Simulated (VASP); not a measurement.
Here is a VASP 6.6.1 calculation.

INCAR

```
SYSTEM = Bi2Te3
PREC = Accurate
ENCUT = 520
EDIFF = 1E-6
ISMEAR = 0
SIGMA = 0.02
LREAL = .FALSE.
LASPH = .TRUE.
NELM = 60
ALGO = Normal
ISIF = 2
LWAVE = .FALSE.
LCHARG = .FALSE.
GGA = PE
NBANDS = 32
```

KPOINTS

```
Automatic mesh
0
G
  9 9 9
  0 0 0
```

Contents of POSCAR:

```
Bi2Te3
1.0
    2.2244337311      1.2842774134     10.6723931452
   -2.2244337311      1.2842774134     10.6723931452
    0.0000000000     -2.5685548268     10.6723931452
Bi Te
2 3
Direct
    0.6025280685      0.6025280685      0.6025280685
    0.3974719315      0.3974719315      0.3974719315
    0.7844771137      0.7844771137      0.7844771137
    0.0000000000      0.0000000000      0.0000000000
    0.2155228863      0.2155228863      0.2155228863
```

Potentials or basis: VASP PAW PBE potentials, release 64 (Bi_d, Te).

Launch:

```console
$ cat potpaw_PBE.64/Bi_d/POTCAR potpaw_PBE.64/Te/POTCAR > POTCAR
$ mpirun -np 1 vasp_std > vasp.out
```

(1) What does it give for the largest force?

(2) Estimate the pressure.

(3) Predict the band gap on the k mesh.

Results:

(1) 0.009 eV/Å.

(2) 0.0 GPa.

(3) 0.51 eV, direct.

Caveat: spin-orbit coupling is left out, which moves the levels of the heavy elements.
